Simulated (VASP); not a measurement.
Set up this calculation in VASP 6.6.1, as the native input.

* Task: single point
* Functional: PBE
* Potentials or basis: VASP PAW PBE potentials, release 64 (Al, Ni)
* Cutoff: 520 eV
* k mesh: 15 × 15 × 5
* Occupations: gaussian, width 0.15 eV
* Spin: no spin polarisation
* Dipole correction: no
* Further INCAR settings: ALGO = Fast; EDIFF = 1e-06; NBANDS = 28

The structure of AlNi lies in POSCAR:

```
AlNi
1.0
    0.0000000000     -2.8927237813      0.0000000000
    0.0000000000      0.0000000000     -2.8927237813
    9.8781713440     -0.9642412604     -0.9642412604
Al Ni
3 3
Direct
    0.7803699935     -0.2196300065      0.6588900194
    0.9755966659     -0.0244033341      0.0732100022
    0.8779833297     -0.1220166703      0.3660500108
    0.2315633254      0.2315633254      0.8053100237
    0.4267899978      0.4267899978      0.2196300065
    0.3291766616      0.3291766616      0.5124700151
```

One way to write it, as run:

INCAR

```
  PREC = Accurate
  ENCUT = 520
  EDIFF = 1E-6
  ISMEAR = 0
  SIGMA = 0.15
  LREAL = F
  LASPH = T
  NELM = 80
  ALGO = Fast
  ISIF = 2
  LWAVE = F
  LCHARG = T
  GGA = PE
  LELF = T
  LVHAR = T
  NBANDS = 28
```

KPOINTS

```
regular mesh
0
Gamma
  15 15 5
```

Potentials or basis: VASP PAW PBE potentials, release 64 (Al, Ni).

The run is started by

```bash
$ cat potpaw_PBE.64/Al/POTCAR potpaw_PBE.64/Ni/POTCAR > POTCAR
$ mpirun -np 1 vasp_std > vasp.out
```

It gave:

* Pressure: -5.4 GPa
* Largest force: 0.925 eV/Å

Run time: 15 min on 1 thread of Oxide Virtual Turin-like Processor, on a shared host, peak memory 0.6 GiB.
